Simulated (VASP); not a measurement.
Wanted: the native input for a VASP 6.6.1 run.

| Property | Result |
| --- | --- |
| Task | single point |
| Functional | LDA |
| Potentials or basis | VASP PAW LDA potentials, release 64 (Ta_pv, N) |
| Cutoff | 600 eV |
| k mesh | 3 × 3 × 3 |
| Occupations | fermi-dirac, width 0.1 eV |
| Spin | no spin polarisation |
| Dipole correction | no |
| Further INCAR settings | ALGO = Normal; EDIFF = 1e-06; NBANDS = 15 |

The structure of TaN lies in POSCAR:

```
TaN
1.0
    2.9380000000      0.0000000000      0.0000000000
   -1.4690000000      2.5443826400      0.0000000000
    0.0000000000      0.0000000000      2.8830000000
Ta N
1 1
Direct
    0.3333333333      0.6666666667      0.5000000000
    0.0000000000      0.0000000000      0.0000000000
```

The input as run:

INCAR

```
SYSTEM = TaN
ALGO = Normal
EDIFF = 1E-6
ENCUT = 600
GGA = CA
GGA_COMPAT = .FALSE.
ISIF = 2
ISMEAR = -1
LASPH = .TRUE.
LCHARG = .FALSE.
LREAL = .FALSE.
LWAVE = .FALSE.
NBANDS = 15
NELM = 120
PREC = Accurate
SIGMA = 0.1
```

KPOINTS

```
k-points
0
G
  3 3 3
  0 0 0
```

Potentials or basis: VASP PAW LDA potentials, release 64 (Ta_pv, N).

The run is started by

```console
$ cat potpaw_LDA.64/Ta_pv/POTCAR potpaw_LDA.64/N/POTCAR > POTCAR
$ mpirun -np 1 vasp_std > vasp.out
```

Results of the run:

```yaml
Pressure: -6.2 GPa
Band_gap_on_the_k_mesh: zero (filled and empty bands touch)
```

Caveat: the k points lie up to 0.82 Å⁻¹ apart; spin-orbit coupling is left out, which moves the levels of the heavy elements.

Wall time 1.6 s on 1 thread of Intel(R) Xeon(R) 6975P-C (Granite Rapids) (shared host), peak memory 0.13 GiB.
